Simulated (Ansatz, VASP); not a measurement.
# ScAl3N4: VASP beside Ansatz

```
CELL_PARAMETERS angstrom
6.46815 0.00000 0.00000
-3.23408 5.61056 -0.00121
0.00000 -0.00216 10.18165
ATOMIC_POSITIONS crystal
Al 0.16757 0.33514 0.99934
Al 0.17250 0.83525 0.00088
Al 0.17250 0.83608 0.49981
Al 0.66433 0.32866 0.00101
Al 0.66276 0.83525 0.00088
Al 0.66358 0.83608 0.49981
Al 0.33240 0.16173 0.24305
Al 0.33420 0.16575 0.75706
Al 0.33674 0.67347 0.24704
Al 0.33581 0.67162 0.75201
Al 0.82933 0.16173 0.24305
Al 0.83156 0.16575 0.75706
Sc 0.16496 0.32991 0.49541
Sc 0.66019 0.32037 0.49800
Sc 0.83553 0.67106 0.24348
Sc 0.83610 0.67219 0.74826
N 0.16801 0.33602 0.19117
N 0.16675 0.33349 0.70455
N 0.18657 0.84164 0.18561
N 0.19013 0.84721 0.68939
N 0.65773 0.31546 0.18962
N 0.65813 0.31627 0.70379
N 0.65507 0.84164 0.18561
N 0.65708 0.84721 0.68939
N 0.32029 0.14470 0.42900
N 0.33180 0.16579 0.94548
N 0.34201 0.68403 0.43590
N 0.33365 0.66731 0.94107
N 0.82441 0.14470 0.42900
N 0.83399 0.16579 0.94548
N 0.84057 0.68115 0.45486
N 0.83377 0.66753 0.95794
```

Alike in both runs: functional PBE; k mesh 3 × 3 × 2; no spin polarisation.

Ansatz relaxed the structure, and its values are those at the end. VASP's run is a single point on that final structure, the one shown.

```csv
,VASP,Ansatz
version,VASP 6.6.1,Ansatz 0.2.0
potentials or method,"VASP PAW PBE potentials, release 64 (Al, Sc_sv, N), cutoff 520 eV","scalar-relativistic, plane waves, PAW"
occupations,"gaussian, width 0.01 eV",fixed
valence electrons in the cell,160,160
```

```csv
,VASP,Ansatz,Ansatz less VASP
gap on the k mesh at the Fermi level (eV),3.66,3.65,-0.006
least direct gap on the mesh (eV),3.66,3.65,-0.006
pressure (GPa),0.1,0.0,-0.09
rms of the force components (eV/Å),0.024,0.000,-0.0239
```
